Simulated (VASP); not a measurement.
# PbSe (Clausthalite) (Fm-3m) in VASP: a series of runs

Aim: see how the results for PbSe (Clausthalite) move with the level of theory and the settings. Levels: PBE+D3(BJ), PBE+D4. Tasks: relaxation of cell and atoms.

All numbers are computed with VASP 6.6.1; they aren't measurements. Logs are shortened: lines on timing, memory, paths and dates and some standing lists are left out, and cuts for length are marked.

## 1. The cell of the first run

The structure is cubic, space group Fm-3m (No. 225). The conventional cell has a = 6.121 Å, b = 6.121 Å, c = 6.121 Å, α = 90.00°, β = 90.00°, γ = 90.00°. Within 4.0 Å of Pb (site symmetry m-3m) lie 6 Se at 3.06 Å. Se (site symmetry m-3m) has 6 Pb at 3.06 Å within 4.0 Å.

## 2. Relaxation of cell and atoms, PBE+D3(BJ)

Input file INCAR:

```
  PREC = Accurate
  ENCUT = 600
  EDIFF = 1E-6
  ISMEAR = -1
  SIGMA = 0.02
  LREAL = False
  LASPH = True
  NELM = 100
  ALGO = Normal
  ISIF = 3
  LWAVE = False
  LCHARG = False
  GGA = PE
  IVDW = 12
  IBRION = 2
  NSW = 80
  EDIFFG = -0.005
```

Input file KPOINTS:

```
Automatic mesh
0
Gamma
  6 6 6
```

Input file POSCAR:

```
PbSe
1.0
    0.0000000000      3.0606500000      3.0606500000
    3.0606500000      0.0000000000      3.0606500000
    3.0606500000      3.0606500000      0.0000000000
Pb Se
1 1
Direct
    0.0000000000      0.0000000000      0.0000000000
    0.5000000000      0.5000000000      0.5000000000
```

Potentials or basis: VASP PAW PBE potentials, release 64 (Pb_d, Se).

The run is started by

```bash
cat potpaw_PBE.64/Pb_d/POTCAR potpaw_PBE.64/Se/POTCAR > POTCAR
mpirun -np 1 vasp_std > vasp.out
```

OUTCAR:

```text
PREC = Accurate
   ENCUT = 600
   EDIFF = 1E-6
   ISMEAR = -1
   LREAL = False
   LASPH = True
   NELM = 100
   ISIF = 3
   GGA = PE
   IVDW = 12
   IBRION = 2
   NSW = 80
   EDIFFG = -0.005
 IVDW          = 12

 ion  position               nearest neighbor table
   1  0.000  0.000  0.000-   2 3.06   2 3.06   2 3.06   2 3.06   2 3.06   2 3.06
   2  0.500  0.500  0.500-   1 3.06   1 3.06   1 3.06   1 3.06   1 3.06   1 3.06

  LATTYP: Found a face centered cubic cell.
 ALAT       =     6.1213000000

  Lattice vectors:

 A1 = (   0.0000000000,   3.0606500000,   3.0606500000)
 A2 = (   3.0606500000,   0.0000000000,   3.0606500000)
 A3 = (   3.0606500000,   3.0606500000,   0.0000000000)

Analysis of symmetry for initial positions (statically):
=====================================================================
 Subroutine PRICEL returns:
 Original cell was already a primitive cell.

 Routine SETGRP: Setting up the symmetry group for a
 face centered cubic supercell.

 Subroutine GETGRP returns: Found 48 space group operations
 (whereof 48 operations were pure point group operations)
 out of a pool of 48 trial point group operations.

The static configuration has the point symmetry O_h .

Analysis of symmetry for dynamics (positions and initial velocities):
=====================================================================
 Subroutine PRICEL returns:
 Original cell was already a primitive cell.

 Routine SETGRP: Setting up the symmetry group for a
 face centered cubic supercell.

 Subroutine GETGRP returns: Found 48 space group operations
 (whereof 48 operations were pure point group operations)
 out of a pool of 48 trial point group operations.

The dynamic configuration has the point symmetry O_h .

 Subroutine INISYM returns: Found 48 space group operations
 (whereof 48 operations are pure point group operations),
 and found     1 'primitive' translations

----------------------------------------------------------------------------------------

                                     Primitive cell

  volume of cell :      57.3418

  direct lattice vectors                    reciprocal lattice vectors
     0.000000000  3.060650000  3.060650000    -0.163363991  0.163363991  0.163363991
     3.060650000  0.000000000  3.060650000     0.163363991 -0.163363991  0.163363991
     3.060650000  3.060650000  0.000000000     0.163363991  0.163363991 -0.163363991

  length of vectors
     4.328412740  4.328412740  4.328412740     0.282954733  0.282954733  0.282954733

[... 54 lines left out ...]
   number of dos      NEDOS =    301   number of ions     NIONS =      2
   total plane-waves  NPLWV =  46656
   dimension x,y,z NGX =    36 NGY =   36 NGZ =   36
   dimension x,y,z NGXF=    72 NGYF=   72 NGZF=   72
   ions per type =               1   1
   NGX,Y,Z   is equivalent  to a cutoff of  13.83, 13.83, 13.83 a.u.
   NGXF,Y,Z  is equivalent  to a cutoff of  27.65, 27.65, 27.65 a.u.
 SYSTEM =  unknown system
   PREC   = accura    normal or accurate (medium, high low for compatibility)
   ISTART =      0    job   : 0-new  1-cont  2-samecut
   ICHARG =      2    charge: 1-file 2-atom 10-const
   ISPIN  =      1    spin polarized calculation?
   LNONCOLLINEAR =      F non collinear calculations
   LSORBIT =      F    spin-orbit coupling
   LASPH  =      T    aspherical Exc in radial PAW
   ENCUT  =  600.0 eV  44.10 Ry    6.64 a.u.   8.64  8.64  8.64*2*pi/ulx,y,z
   NELM   =    100;   NELMIN=  2; NELMDL= -5     # of ELM steps
   EDIFF  = 0.1E-05   stopping-criterion for ELM
   LREAL  =      F    real-space projection
   EDIFFG = -.5E-02   stopping-criterion for IOM
   NSW    =     80    number of steps for IOM
   IBRION =      2    ionic relax: 0-MD 1-quasi-New 2-CG
   NFREE  =      1    steps in history (QN), initial steepest desc. (CG)
   ISIF   =      3    stress and relaxation
   ISYM   =      2    0-nonsym 1-usesym 2-fastsym
   POTIM  = 0.5000    time-step for ionic-motion
   TEBEG  =    0.0;   TEEND  =   0.0 temperature during run
   PSTRESS=    0.0 pullay stress
   NELECT =      20.0000    total number of electrons
   NUPDOWN=      -1.0000    fix difference up-down
   EMIN   =  10.00;   EMAX   =-10.00  energy-range for DOS
   EFERMI =   0.00;   METHOD = LEGACY
   ISMEAR =    -1;   SIGMA  =   0.02  broadening in eV -4-tet -1-fermi 0-gaus
   EFERMI_NEDOS =   21; number of points for ismear=-14 and -15
   IALGO  =     38    algorithm
   IMIX   =      4    mixing-type and parameters
     AMIX     =   0.40;   BMIX     =  1.00
     AMIX_MAG =   1.60;   BMIX_MAG =  1.00
  volume/ion in A,a.u.               =      28.67       193.48
  Fermi-wavevector in a.u.,A,eV,Ry     =   1.152377  2.177676 18.068159  1.327972
  Thomas-Fermi vector in A             =   2.289028
   LORBIT       =      0    0 simple, 1 ext, 2 COOP (PROOUT), +10 PAW based schemes
   GGA     = PE    functional components
   LHFCALC =     F    Hartree Fock is set to
   AEXX    =    0.0000 exact exchange contribution
   IVDW    =    12    specifies the selected vdW correction
   LEPSILON=     F    determine dielectric tensor
   LRPA    =     F    only Hartree local field effects (RPA)
 conjugate gradient relaxation of ions
 non-spin polarized calculation
  energy-cutoff  :      600.00
  volume of cell :       57.34
 maximum number of plane-waves:      1936
 NGX is ok and might be reduce to    36
   NGX = 17   NGY = 17   NGZ = 17

--------------------------------------- Ionic step        1  -------------------------------------------

 number of electron      20.0000001 magnetization

 Free energy of the ion-electron system (eV)
  ---------------------------------------------------
  ext. energy  EPLUGINS =         0.00000000
  ---------------------------------------------------
  free energy    TOTEN  =        -8.18131240 eV

  energy without entropy =       -8.18130421  energy(sigma->0) =       -8.18130830

------------------------ aborting loop because EDIFF is reached ----------------------------------------

 Edisp (eV)   -0.73659

 E8    (eV) :    -0.3436
[... 71 lines left out ...]
--------------------------------------- Ionic step        3  -------------------------------------------

 number of electron      20.0000001 magnetization

 Free energy of the ion-electron system (eV)
  ---------------------------------------------------
  ext. energy  EPLUGINS =         0.00000000
  ---------------------------------------------------
  free energy    TOTEN  =        -8.18589418 eV

  energy without entropy =       -8.18588878  energy(sigma->0) =       -8.18589148

 E-fermi :   5.1480     XC(G=0):  -9.5048

 val. band max:        4.9922959465   @ k =   0.5000   0.0000   0.0000
 cond. band min:       5.3037641326   @ k =   0.5000   0.0000   0.0000
 fundamental gap:      0.3114681861
 Fermi energy:         5.1480300448

 k-point     1 :       0.0000    0.0000    0.0000
  band No.  band energies     occupation
      1     -11.8289      2.00000
      2     -11.8289      2.00000
      3     -11.8289      2.00000
      4     -11.8247      2.00000
      5     -11.8247      2.00000
      6      -8.5501      2.00000
      7      -1.3159      2.00000
      8       3.1434      2.00000
      9       3.1434      2.00000
     10       3.1434      2.00000
     11       9.6971      0.00000
     12       9.6971      0.00000
     13       9.6971      0.00000
     14      11.5260      0.00000
[... 286 lines left out ...]
  FREE ENERGIE OF THE ION-ELECTRON SYSTEM (eV)
  ---------------------------------------------------
  free  energy   TOTEN  =        -8.9181935781 eV

  energy  without entropy=       -8.9181881751  energy(sigma->0) =       -8.91819088

 reached required accuracy - stopping structural energy minimisation
```

OSZICAR:

```text
N       E                     dE             d eps       ncg     rms          rms(c)
DAV:   1     0.165421443338E+03    0.16542E+03   -0.10234E+04   448   0.160E+03
DAV:   2     0.429760299868E+01   -0.16112E+03   -0.15786E+03   460   0.374E+02
DAV:   3    -0.814724446842E+01   -0.12445E+02   -0.12168E+02   604   0.107E+02
[... 19 lines left out ...]
DAV:   1    -0.818647465698E+01    0.72276E-03   -0.18594E-02   544   0.250E+00    0.129E-01
DAV:   2    -0.818597306545E+01    0.50159E-03   -0.10134E-03   550   0.597E-01    0.478E-02
DAV:   3    -0.818589016110E+01    0.82904E-04   -0.37893E-04   550   0.339E-01    0.885E-03
DAV:   4    -0.818589338467E+01   -0.32236E-05   -0.88108E-06   454   0.332E-02    0.324E-03
DAV:   5    -0.818589418481E+01   -0.80015E-06   -0.99399E-07   242   0.163E-02
   3 F= -.89181936E+01 E0= -.89181909E+01  d E =-.295979E-03
```

CONTCAR:

```text
PbSe
   1.00000000000000
     0.0000000000000000    3.0664657116714134    3.0664657116714134
     3.0664657116714134    0.0000000000000000    3.0664657116714134
     3.0664657116714134    3.0664657116714134    0.0000000000000000
  Pb              Se
     1     1
Direct
     0.0000000000000000    0.0000000000000000    0.0000000000000000
     0.5000000000000000    0.5000000000000000    0.5000000000000000

  0.00000000E+00  0.00000000E+00  0.00000000E+00
  0.00000000E+00  0.00000000E+00  0.00000000E+00
```

Run time: 20 s. Hardware: 1 thread of AMD EPYC 9R45 (Zen 5), shared host; peak memory 0.18 GiB.

What came out:

| Quantity | Value |
| --- | --- |
| Free energy | -8.9182 eV |
| Relaxed volume | 28.83 Å³/atom |
| Relaxed cell | a = 4.337 Å, b = 4.337 Å, c = 4.337 Å, α = 60.00°, β = 60.00°, γ = 60.00° |
| Space group after relaxing (to 0.05 Å) | Fm-3m (No. 225) |
| Energy gained by relaxing | 0.1 meV/atom |
| Ionic steps | 3 |
| Pressure after relaxing | 0.0 GPa |
| Band gap on the k mesh | 0.31 eV, direct |
| Dispersion energy per atom | -0.366 eV |

Step by step:
```
step  energy change (eV)  largest force (eV/Å)  pressure (GPa)  volume (Å³)
   1              0.0000                0.0000            0.29        57.34
   2             -0.0003                0.0000           -0.09        57.77
   3             -0.0003                0.0000            0.00        57.67
```

Final structure:
```
CELL_PARAMETERS angstrom
0.00000 3.06647 3.06647
3.06647 0.00000 3.06647
3.06647 3.06647 0.00000
ATOMIC_POSITIONS crystal
Pb 0.00000 0.00000 0.00000
Se 0.50000 0.50000 0.50000
```

Caveat: spin-orbit coupling is left out, which moves the levels of the heavy elements. A k mesh can miss the band edges.

## 3. Relaxation of cell and atoms, PBE+D4

This run uses another cell than the first one, of 28.82 Å³/atom, 1.005 times its volume.

Input file INCAR:

```
ALGO = Normal
EDIFF = 1E-7
EDIFFG = -0.005
ENCUT = 600
GGA = PE
IBRION = 2
ISIF = 3
ISMEAR = -1
IVDW = 13
LASPH = T
LCHARG = F
LREAL = F
LWAVE = F
NELM = 80
NSW = 80
PREC = Accurate
SIGMA = 0.02
```

Input file KPOINTS:

```
k-points
0
Gamma
  6 6 6
```

Input file POSCAR:

```
PbSe
1.0
    0.0000000000      3.0661043214      3.0661043214
    3.0661043214      0.0000000000      3.0661043214
    3.0661043214      3.0661043214      0.0000000000
Pb Se
1 1
Direct
    0.0000000000      0.0000000000      0.0000000000
    0.5000000000      0.5000000000      0.5000000000
```

Potentials or basis: VASP PAW PBE potentials, release 64 (Pb_d, Se).

The run is started by

```bash
cat potpaw_PBE.64/Pb_d/POTCAR potpaw_PBE.64/Se/POTCAR > POTCAR
mpirun -np 1 vasp_std > vasp.out
```

It took 11 s on 1 thread of AMD EPYC 9R45 (Zen 5), shared host; peak memory 0.17 GiB.

It converged, with:

```
Free energy                : -8.9800 eV
Pressure after relaxing    : 0.0 GPa
Band gap on the k mesh     : 0.31 eV, direct
Dispersion energy per atom : -0.397 eV
```

Final structure:
```yaml
crystal:
  lattice:
    - [0.00000, 3.06610, 3.06610]
    - [3.06610, 0.00000, 3.06610]
    - [3.06610, 3.06610, 0.00000]
  atoms:
    - { symbol: Pb, position: [0.00000, 0.00000, 0.00000] }
    - { symbol: Se, position: [0.50000, 0.50000, 0.50000] }
```

Levels at points of the mesh, in eV from the valence-band top:
```tsv
k point	band 7	band 8	band 9	band 10	band 11	band 12	band 13	band 14
(0.00, 0.00, 0.00)	-6.31	-1.85	-1.85	-1.85	4.71	4.71	4.71	6.53
(0.50, 0.00, 0.00)	-8.77	-1.45	-1.45	0.00	0.31	1.71	1.71	8.55
(0.50, 0.50, 0.00)	-7.37	-4.93	-3.20	-3.20	3.72	5.60	5.60	6.03
```

Caveat: the relaxation stopped at its first step, so nothing moved; spin-orbit coupling is left out, which moves the levels of the heavy elements. A k mesh can miss the band edges.
